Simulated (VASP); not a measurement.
# Se (Cmcm) in VASP: single point with PBE

Aim: the single point of Se with PBE.

Everything below comes from runs of VASP 6.6.1. Logs are shortened: lines on timing, memory, paths and dates and some standing lists are left out, and cuts for length are marked.

**1. The cell of the first run**

The structure is orthorhombic, space group Cmcm (No. 63). Conventional cell: a = 2.789 Å, b = 8.078 Å, c = 4.613 Å, α = 90.00°, β = 90.00°, γ = 90.00°. Se (site symmetry m2m) has 4 Se at 2.53 to 2.79 Å within 3.3 Å.

**2. Single point, PBE**

Input file INCAR:

```
SYSTEM = Se
PREC = Accurate ; ENCUT = 520
EDIFF = 1E-6 ; ISMEAR = 0
SIGMA = 0.15 ; LREAL = .False.
LASPH = .True. ; NELM = 100
ALGO = Normal ; ISIF = 2
LWAVE = .False. ; LCHARG = .True.
GGA = PE ; LELF = .True.
LVHAR = .True. ; NBANDS = 13
```

Input file KPOINTS:

```
regular mesh
0
Gamma
  18 18 10
  0 0 0
```

Input file POSCAR:

```
Se
1.0
    1.3942694300     -4.0390027650      0.0000000000
    1.3942694300      4.0390027650      0.0000000000
    0.0000000000      0.0000000000      4.6134314000
Se
2
Direct
    0.9356553200      0.0643446800      0.2500000000
    0.0643446800      0.9356553200      0.7500000000
```

Potentials or basis: VASP PAW PBE potentials, release 64 (Se).

The run is started by

```console
> cat potpaw_PBE.64/Se/POTCAR > POTCAR
> mpirun -np 1 vasp_std > vasp.out
```

OUTCAR:

```text
SYSTEM = Se
   PREC = Accurate
   ENCUT = 520
   EDIFF = 1E-6
   ISMEAR = 0
   LREAL = .False.
   LASPH = .True.
   NELM = 100
   ISIF = 2
   GGA = PE

 ion  position               nearest neighbor table
   1  0.936  0.064  0.250-   2 2.53   2 2.53
   2  0.064  0.936  0.750-   1 2.53   1 2.53

  LATTYP: Found a base centered orthorhombic cell.
 ALAT       =     2.7885388600
 B/A-ratio  =     2.8968595869
 C/A-ratio  =     1.6544260746

  Lattice vectors:

 A1 = (   1.3942694300,  -4.0390027650,   0.0000000000)
 A2 = (   1.3942694300,   4.0390027650,   0.0000000000)
 A3 = (   0.0000000000,   0.0000000000,   4.6134314000)

Analysis of symmetry for initial positions (statically):
=====================================================================
 Subroutine PRICEL returns:
 Original cell was already a primitive cell.

 Routine SETGRP: Setting up the symmetry group for a
 base centered orthorhombic supercell.

 Subroutine GETGRP returns: Found  8 space group operations
 (whereof  4 operations were pure point group operations)
 out of a pool of  8 trial point group operations.

The static configuration has the point symmetry C_2h.
 The point group associated with its full space group is D_2h.

Analysis of symmetry for dynamics (positions and initial velocities):
=====================================================================
 Subroutine PRICEL returns:
 Original cell was already a primitive cell.

 Routine SETGRP: Setting up the symmetry group for a
 base centered orthorhombic supercell.

 Subroutine GETGRP returns: Found  8 space group operations
 (whereof  4 operations were pure point group operations)
 out of a pool of  8 trial point group operations.

The dynamic configuration has the point symmetry C_2h.
 The point group associated with its full space group is D_2h.

 Subroutine INISYM returns: Found  8 space group operations
 (whereof  4 operations are pure point group operations),
 and found     1 'primitive' translations

----------------------------------------------------------------------------------------

                                     Primitive cell

  volume of cell :      51.9607

  direct lattice vectors                    reciprocal lattice vectors
     1.394269430 -4.039002765  0.000000000     0.358610746 -0.123792933  0.000000000
     1.394269430  4.039002765  0.000000000     0.358610746  0.123792933  0.000000000
     0.000000000  0.000000000  4.613431400     0.000000000  0.000000000  0.216758398

  length of vectors
     4.272883169  4.272883169  4.613431400     0.379376274  0.379376274  0.216758398

  position of ions in fractional coordinates (direct lattice)
     0.935655320  0.064344680  0.250000000
     0.064344680  0.935655320  0.750000000

  ion indices of the primitive-cell ions
   primitive index   ion index
                 1           1
                 2           2

----------------------------------------------------------------------------------------

 KPOINTS: regular mesh

Automatic generation of k-mesh.
 Grid dimensions read from file:
 generate k-points for:   18   18   10

 Generating k-lattice:

  Cartesian coordinates                     Fractional coordinates (reciprocal lattice)
     0.019922819 -0.006877385  0.000000000     0.055555556  0.000000000  0.000000000
     0.019922819  0.006877385  0.000000000     0.000000000  0.055555556  0.000000000
     0.000000000  0.000000000  0.021675840     0.000000000  0.000000000  0.100000000

  Length of vectors
     0.021076460  0.021076460  0.021675840

  Shift w.r.t. Gamma in fractional coordinates (k-lattice)
     0.000000000  0.000000000  0.000000000

 Subroutine IBZKPT returns following result:
 ===========================================

 Found    546 irreducible k-points:

 Following reciprocal coordinates:
            Coordinates               Weight
  0.000000  0.000000  0.000000      1.000000
  0.055556  0.000000  0.000000      4.000000
  0.111111  0.000000  0.000000      4.000000
  0.166667  0.000000  0.000000      4.000000
  0.222222 -0.000000  0.000000      4.000000
  0.277778  0.000000  0.000000      4.000000
[... 16 lines left out ...]
 -0.277778  0.055556  0.000000      4.000000
 -0.222222  0.055556  0.000000      4.000000
 [... further k-points ...]
   k-points           NKPTS =    546   k-points in BZ     NKDIM =    546   number of bands    NBANDS=     13
   number of dos      NEDOS =    301   number of ions     NIONS =      2
   total plane-waves  NPLWV =  36864
   dimension x,y,z NGX =    32 NGY =   32 NGZ =   36
   dimension x,y,z NGXF=    64 NGYF=   64 NGZF=   72
   ions per type =               2
   NGX,Y,Z   is equivalent  to a cutoff of  12.45, 12.45, 12.97 a.u.
   NGXF,Y,Z  is equivalent  to a cutoff of  24.90, 24.90, 25.95 a.u.
 SYSTEM =  Se
   PREC   = accura    normal or accurate (medium, high low for compatibility)
   ISTART =      0    job   : 0-new  1-cont  2-samecut
   ICHARG =      2    charge: 1-file 2-atom 10-const
   ISPIN  =      1    spin polarized calculation?
   LNONCOLLINEAR =      F non collinear calculations
   LSORBIT =      F    spin-orbit coupling
   LASPH  =      T    aspherical Exc in radial PAW
   ENCUT  =  520.0 eV  38.22 Ry    6.18 a.u.   7.94  7.94  8.58*2*pi/ulx,y,z
   NELM   =    100;   NELMIN=  2; NELMDL= -5     # of ELM steps
   EDIFF  = 0.1E-05   stopping-criterion for ELM
   LREAL  =      F    real-space projection
   EDIFFG = 0.1E-04   stopping-criterion for IOM
   NSW    =      0    number of steps for IOM
   IBRION =     -1    ionic relax: 0-MD 1-quasi-New 2-CG
   NFREE  =      0    steps in history (QN), initial steepest desc. (CG)
   ISIF   =      2    stress and relaxation
   ISYM   =      2    0-nonsym 1-usesym 2-fastsym
   POTIM  = 0.5000    time-step for ionic-motion
   TEBEG  =    0.0;   TEEND  =   0.0 temperature during run
   PSTRESS=    0.0 pullay stress
   NELECT =      12.0000    total number of electrons
   NUPDOWN=      -1.0000    fix difference up-down
   EMIN   =  10.00;   EMAX   =-10.00  energy-range for DOS
   EFERMI =   0.00;   METHOD = LEGACY
   ISMEAR =     0;   SIGMA  =   0.15  broadening in eV -4-tet -1-fermi 0-gaus
   EFERMI_NEDOS =   21; number of points for ismear=-14 and -15
   IALGO  =     38    algorithm
   IMIX   =      4    mixing-type and parameters
     AMIX     =   0.40;   BMIX     =  1.00
     AMIX_MAG =   1.60;   BMIX_MAG =  1.00
  volume/ion in A,a.u.               =      25.98       175.32
  Fermi-wavevector in a.u.,A,eV,Ry     =   1.004408  1.898056 13.726046  1.008836
  Thomas-Fermi vector in A             =   2.137022
   LORBIT       =      0    0 simple, 1 ext, 2 COOP (PROOUT), +10 PAW based schemes
   GGA     = PE    functional components
   LHFCALC =     F    Hartree Fock is set to
   AEXX    =    0.0000 exact exchange contribution
   IVDW    =     0    specifies the selected vdW correction
   LEPSILON=     F    determine dielectric tensor
   LRPA    =     F    only Hartree local field effects (RPA)
 non-spin polarized calculation
 Gauss-broadening in eV      SIGMA  =   0.15
  energy-cutoff  :      520.00
  volume of cell :       51.96
 maximum number of plane-waves:      1424
   NGX = 15   NGY = 15   NGZ = 17

 number of electron      12.0000000 magnetization

 Free energy of the ion-electron system (eV)
  ---------------------------------------------------
  ext. energy  EPLUGINS =         0.00000000
  ---------------------------------------------------
  free energy    TOTEN  =        -6.68594460 eV

  energy without entropy =       -6.68059086  energy(sigma->0) =       -6.68326773

 E-fermi :   3.2362     XC(G=0):  -9.1005

 val. band max:        3.2343644840   @ k =   0.4444   0.3889   0.5000
 cond. band min:       3.2446074031   @ k =   0.5000   0.3333   0.5000
 fundamental gap:      0.0102429192
 Fermi energy:         3.2361542214

 k-point     1 :       0.0000    0.0000    0.0000
  band No.  band energies     occupation
      1     -12.6994      2.00000
      2      -8.7251      2.00000
      3      -3.3154      2.00000
      4       0.8940      2.00000
      5       1.0686      2.00000
      6       5.2713      0.00000
      7       5.6277      0.00000
      8       7.6473      0.00000
      9       8.7225      0.00000
     10      10.1119      0.00000
     11      12.1573      0.00000
     12      12.2261      0.00000
     13      16.0893      0.00000

 k-point     2 :       0.0556    0.0000    0.0000
  band No.  band energies     occupation
      1     -12.6514      2.00000
      2      -8.6799      2.00000
      3      -3.2721      2.00000
      4       0.8343      2.00000
      5       1.1941      2.00000
      6       4.7829      0.00000
      7       5.6479      0.00000
      8       7.2477      0.00000
      9       8.7749      0.00000
     10      10.2122      0.00000
     11      12.2143      0.00000
     12      12.8033      0.00000
     13      16.4320      0.00000

 k-point     3 :       0.1111    0.0000    0.0000
  band No.  band energies     occupation
      1     -12.5091      2.00000
      2      -8.5455      2.00000
      3      -3.1444      2.00000
      4       0.7919      2.00000
      5       1.4261      2.00000
      6       3.6495      0.00010
      7       5.7082      0.00000
      8       6.2623      0.00000
      9       8.9378      0.00000
     10      10.4909      0.00000
     11      12.3552      0.00000
     12      14.1959      0.00000
     13      15.5503      0.00000
[... 305 lines left out ...]
 k-point    23 :      -0.2778    0.0556    0.0000
  band No.  band energies     occupation
      1     -11.9361      2.00000
      2      -8.0541      2.00000
      3      -2.6344      2.00000
      4       0.4400      2.00000
      5       1.0410      2.00000
      6       2.1102      2.00000
      7       3.7557      0.00000
      8       5.7184      0.00000
      9       9.8833      0.00000
     10      11.7210      0.00000
     11      11.8575      0.00000
     12      13.7947      0.00000
     13      13.9740      0.00000

 k-point    24 :      -0.2222    0.0556    0.0000
  band No.  band energies     occupation
      1     -12.2510      2.00000
      2      -8.3458      2.00000
      3      -2.9089      2.00000
      4       0.4831      2.00000
      5       1.8175      2.00000
      6       2.2942      2.00000
      7       5.0379      0.00000
      8       5.6010      0.00000
      9       9.3868      0.00000
     10      11.4040      0.00000
     11      12.6605      0.00000
     12      14.2134      0.00000
     13      14.8403      0.00000

 [... further k-points ...]

------------------------ aborting loop because EDIFF is reached ----------------------------------------

  FORCE on cell =-STRESS in cart. coord.  units (eV):
  Direction    XX          YY          ZZ          XY          YZ          ZX
  --------------------------------------------------------------------------------------
  -------------------------------------------------------------------------------------
  Total        0.2393797      0.3052011      0.9911355      0.0000000      0.0000000      0.0000000
  in kB        7.3811321      9.4106968     30.5610805      0.0000000      0.0000000      0.0000000
  external PRESSURE =      15.7843031 kB  Pullay stress =       0.0000000 kB

 VOLUME and BASIS-vectors are now :
 -----------------------------------------------------------------------------
  energy-cutoff  :      520.00
  volume of cell :       51.96
      direct lattice vectors                 reciprocal lattice vectors
     1.394269430 -4.039002765  0.000000000     0.358610746 -0.123792933  0.000000000
     1.394269430  4.039002765  0.000000000     0.358610746  0.123792933  0.000000000
     0.000000000  0.000000000  4.613431400     0.000000000  0.000000000  0.216758398

 POSITION                                       TOTAL-FORCE (eV/Angst)
 -----------------------------------------------------------------------------------
      1.39427     -3.51923      1.15336         0.000000     -0.021067     -0.000000
      1.39427      3.51923      3.46007         0.000000      0.021067      0.000000
 -----------------------------------------------------------------------------------
    total drift:                                0.000000     -0.000000      0.000000

  FREE ENERGIE OF THE ION-ELECTRON SYSTEM (eV)
  ---------------------------------------------------
  free  energy   TOTEN  =        -6.6859445950 eV

  energy  without entropy=       -6.6805908590  energy(sigma->0) =       -6.68326773
```

Wall time 7.2 min (1 thread of AMD EPYC 7R13 (Zen 3), shared host); peak memory 0.39 GiB.

Results:

| Quantity | Value |
| --- | --- |
| Free energy | -6.6859 eV |
| Pressure | 1.6 GPa |
| Largest force | 0.021 eV/Å |
| Band gap on the k mesh | zero (band 6 reaches 5.47 eV, above the bottom of band 7 at 1.67 eV) |

Forces in eV/Å, atoms in the order of the input:
```
Se   0.000 -0.021  0.000
Se   0.000  0.021  0.000
```

Stress tensor (GPa, compression positive):
```
0.74 0.00 0.00
0.00 0.94 0.00
0.00 0.00 3.06
```

Levels at points of the mesh, in eV from the Fermi level:
```tsv
k point	band 3	band 4	band 5	band 6	band 7	band 8	band 9	band 10
(0.00, 0.00, 0.00)	-6.55	-2.34	-2.17	2.04	2.39	4.41	5.49	6.88
(0.50, 0.00, 0.00)	-6.61	-4.67	-3.58	-1.19	-0.37	3.26	4.97	5.80
(0.50, 0.50, 0.00)	-6.24	-4.26	-2.12	0.71	1.84	4.51	8.44	10.83
(0.00, 0.00, 0.50)	-3.74	-3.74	0.24	0.24	3.08	3.08	4.91	4.91
(0.50, 0.00, 0.50)	-5.38	-5.38	-2.55	-2.55	2.36	2.36	5.32	5.32
(0.50, 0.50, 0.50)	-5.27	-5.27	0.95	0.95	2.97	2.97	8.02	8.02
```
